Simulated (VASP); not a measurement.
A run of VASP 6.6.1:

The input POSCAR:

```
ZnSiP2
1.0
   -2.7767378964      2.7767378964      5.3975785999
    2.7767378964     -2.7767378964      5.3975785999
    2.7767378964      2.7767378964     -5.3975785999
Zn Si P
2 2 4
Direct
    0.0000000000      0.0000000000      0.0000000000
    0.7500000000      0.2500000000      0.5000000000
    0.5000000000      0.5000000000      0.0000000000
    0.2500000000      0.7500000000      0.5000000000
    0.3750000000      0.3938837669      0.5188837669
    0.8750000000      0.8561162331      0.4811162331
    0.6061162331      0.1250000000      0.9811162331
    0.1438837669      0.6250000000      0.0188837669
```

The input INCAR.step1:

```
  PREC = Accurate
  ENCUT = 550
  ISMEAR = 0
  SIGMA = 0.02
  LREAL = False
  LASPH = True
  NELM = 120
  GGA = PE
  ALGO = Normal
  EDIFF = 1E-5
  LWAVE = True
  LCHARG = False
  GGA_COMPAT = False
  IBRION = 2
  ISIF = 3
  EDIFFG = -0.005
  NELMIN = 4
  NSW = 100
  KPAR = 4
```

INCAR.step2

```
  PREC = Accurate
  ENCUT = 550
  EDIFF = 1E-7
  ISMEAR = 0
  SIGMA = 0.02
  LREAL = False
  LASPH = True
  NELM = 120
  ALGO = Normal
  ISIF = 4
  LWAVE = False
  LCHARG = False
  METAGGA = R2SCAN
  LMIXTAU = True
  IBRION = 2
  NSW = 50
  EDIFFG = -0.01
  ISTART = 1
  GGA_COMPAT = False
  NELMIN = 4
  KPAR = 4
```

File KPOINTS:

```
regular mesh
0
Gamma
  8 8 8
```

Potentials or basis: VASP PAW PBE potentials, release 64 (Zn, Si, P).

Run with:

```bash
$ cat potpaw_PBE.64/Zn/POTCAR potpaw_PBE.64/Si/POTCAR potpaw_PBE.64/P/POTCAR > POTCAR
$ cp INCAR.step1 INCAR
$ mpirun -np 4 vasp_std > vasp.out
$ cp INCAR.step2 INCAR
$ mpirun -np 4 vasp_std > vasp.out
```

Hardware: 4 MPI ranks on Intel(R) Xeon(R) 6975P-C (Granite Rapids), with other jobs on the host.

Question: How long does it take, and how much memory?

Answer: Run time: 17 min on 4 MPI ranks on Intel(R) Xeon(R) 6975P-C (Granite Rapids), on a shared host, peak memory 0.67 GiB a rank. Counts: k points 59, ion steps 3.
